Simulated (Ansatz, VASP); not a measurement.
# BeCdS4 in VASP and in Ansatz

```
Be Cd S
1.0
     3.69037   -3.63021    0.23186
     3.69037    3.63021    0.23186
    -2.51240    0.00000    4.50674
Be Cd S
1 1 4
Cartesian
  3.6904 -0.9273 0.2319
  2.4342 3.7646 2.4852
  4.5897 -2.1860 1.7451
  -0.7782 -0.1491 4.8471
  5.6465 -0.1491 0.1234
  0.2786 -2.1860 3.2253
```

Change from the starting cell: species swapped into the VBiO4 type (C2, No. 5).

Alike in both runs: functional PBE; k mesh 3 × 3 × 3; occupations gaussian, width 0.2 eV; no spin polarisation.

Ansatz relaxed the structure, and its values are those at the end. VASP's run is a single point on that final structure, the one shown.

|  | VASP | Ansatz |
| --- | --- | --- |
| version | VASP 6.6.1 | Ansatz 0.2.0 |
| potentials or method | VASP PAW PBE potentials, release 64 (Be, Cd, S), cutoff 520 eV | scalar-relativistic, plane waves, PAW |
| valence electrons in the cell | 38 | 46 |

```csv
,VASP,Ansatz,Ansatz less VASP
gap on the k mesh at the Fermi level (eV),1.48,1.46,-0.013
least direct gap on the mesh (eV),1.74,1.72,-0.017
pressure (GPa),0.0,0.0,+0.01
rms of the force components (eV/Å),0.040,0.011,-0.0288
```

VASP's potentials hold 38 valence electrons a cell and Ansatz's 46, so a difference there can come from the potentials and not from the codes.

The k mesh is coarse, so the values compare programs but aren't converged.
